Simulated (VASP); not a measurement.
Set up this calculation in VASP 6.6.1, as the native input.

| Quantity | Value |
| --- | --- |
| Task | relaxation of cell and atoms |
| Functional | PBE |
| Potentials or basis | VASP PAW PBE potentials, release 64 (Tl_d, As) |
| Cutoff | 600 eV |
| k mesh | 4 × 4 × 4 |
| Occupations | gaussian, width 0.1 eV |
| Spin | no spin polarisation |
| Dipole correction | no |
| Further INCAR settings | ALGO = Normal; EDIFF = 1e-06; IBRION = 2; EDIFFG = -0.04; NSW = 90; ISIF = 3 |

The structure of TlAs2 lies in POSCAR:

```
TlAs2
1.0
    0.0000000000      3.2585406648      3.2585406648
    3.2585406648      0.0000000000      3.2585406648
    3.2585406648      3.2585406648      0.0000000000
Tl As
1 2
Direct
    0.0000000000      0.0000000000      0.0000000000
    0.2500000000      0.2500000000      0.2500000000
    0.7500000000      0.7500000000      0.7500000000
```

One way to write it, as run:

INCAR

```
SYSTEM = TlAs2
PREC = Accurate
ENCUT = 600
EDIFF = 1E-6
ISMEAR = 0
SIGMA = 0.1
LREAL = .False.
LASPH = .True.
NELM = 60
ALGO = Normal
ISIF = 3
LWAVE = .False.
LCHARG = .False.
GGA = PE
IBRION = 2
NSW = 90
EDIFFG = -0.04
```

KPOINTS

```
regular mesh
0
Gamma
  4 4 4
  0 0 0
```

Potentials or basis: VASP PAW PBE potentials, release 64 (Tl_d, As).

The run is started by

```sh
$ cat potpaw_PBE.64/Tl_d/POTCAR potpaw_PBE.64/As/POTCAR > POTCAR
$ mpirun -np 1 vasp_std > vasp.out
```

Results of the run:

* Relaxed volume: 26.75 Å³/atom
* Relaxed cell: a = 4.842 Å, b = 4.842 Å, c = 4.842 Å, α = 60.00°, β = 60.00°, γ = 60.00°
* Space group after relaxing (to 0.1 Å): Fm-3m (No. 225)
* Energy gained by relaxing: 113.2 meV/atom
* Ionic steps: 3
* Pressure after relaxing: 0.0 GPa
* Band gap on the k mesh: zero (an odd number of electrons rules out a gap without spin polarisation)

Caveat: the k points lie up to 0.40 Å⁻¹ apart in the final cell, too coarse for converged energies and pressures of a metal; the volume moved by over 15 % at a fixed basis, so the end points are rough; spin-orbit coupling is left out, which moves the levels of the heavy elements.

Run time: 30 s on 1 thread of AMD EPYC 9R45 96-Core Processor (Zen 5) (shared host), peak memory 0.21 GiB.
